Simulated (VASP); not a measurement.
A run of VASP 6.6.1 is set up as follows.

Contents of POSCAR:

```
CuI
1.0
    3.7331680000     -3.7110860000      0.0000000000
    3.7331680000      3.7110860000      0.0000000000
    0.0000000000      0.0000000000      4.3500679800
Cu I
2 2
Direct
    0.4204390000      0.5795610000      0.7500000000
    0.5795610000      0.4204390000      0.2500000000
    0.7700430000      0.2299570000      0.7500000000
    0.2299570000      0.7700430000      0.2500000000
```

INCAR.step1

```
  ALGO = Normal
  EDIFF = 1E-4
  ENCUT = 520
  GGA = PE
  ISMEAR = 0
  LASPH = True
  LCHARG = False
  LREAL = False
  LWAVE = True
  NBANDS = 26
  NELM = 80
  PREC = Accurate
  SIGMA = 0.05
```

The input INCAR.step2:

```
  ALGO = Normal
  EDIFF = 1E-6
  ENCUT = 520
  ISIF = 2
  ISMEAR = 0
  ISTART = 1
  LASPH = True
  LCHARG = False
  LMIXTAU = True
  LREAL = False
  LWAVE = False
  METAGGA = R2SCAN
  NBANDS = 26
  NELM = 80
  PREC = Accurate
  SIGMA = 0.05
```

KPOINTS

```
k-points
0
Gamma
  4 4 6
```

Potentials or basis: VASP PAW PBE potentials, release 64 (Cu, I).

Run with:

```console
$ cat potpaw_PBE.64/Cu/POTCAR potpaw_PBE.64/I/POTCAR > POTCAR
$ cp INCAR.step1 INCAR
$ mpirun -np 1 vasp_std > vasp.out
$ cp INCAR.step2 INCAR
$ mpirun -np 1 vasp_std > vasp.out
```

Task: Estimate the band gap on the k mesh.

Result: 1.42 eV.

Task: Predict the largest force.

Result: 0.083 eV/Å.

Task: What does it give for the pressure?

Result: -0.5 GPa.

Forces on the atoms (eV/Å):
```
Cu   0.000  0.047  0.000
Cu   0.000 -0.047  0.000
I    0.000  0.083  0.000
I    0.000 -0.083  0.000
```

Caveat: the PAW data sets were made with another functional, which shifts forces and pressure a little; spin-orbit coupling is left out, which moves the levels of the heavy elements.
